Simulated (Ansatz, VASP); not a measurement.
**C: VASP beside Ansatz**

```
C
1.0
     0.00000    2.01036    2.01036
     2.01036    0.00000    2.01036
     2.01036    2.01036    0.00000
C
2
Direct
  0.87500 0.87500 0.87500
  0.12500 0.12500 0.12500
```

Alike in both runs: task relaxation of cell and atoms; functional RPBE; k mesh 14 × 14 × 14; occupations fermi-dirac, width 0.02 eV; no spin polarisation.

|  | VASP | Ansatz |
| --- | --- | --- |
| version | VASP 6.6.1 | Ansatz 0.2.0 |
| potentials or method | VASP PAW PBE potentials, release 64 (C) | PAW with Ansatz's default frozen-core files, scalar-relativistic |
| plane-wave cutoff (eV) | 600 | 420 |
| valence electrons in the cell | 8 | 8 |

Ansatz gave:

```
relaxed volume (Å³/atom)                                     : 5.78
relaxed cell length with the largest relative difference (Å) : 2.538
```

**Question.** What did VASP give for the same quantities?

**Answer.** Relaxed volume (Å³/atom): 5.77; relaxed cell length with the largest relative difference (Å): 2.537.

VASP's potentials were made for PBE, not for RPBE.

Noted on VASP's run: the volume moved by over 15 % at a fixed basis, so the end points are rough.
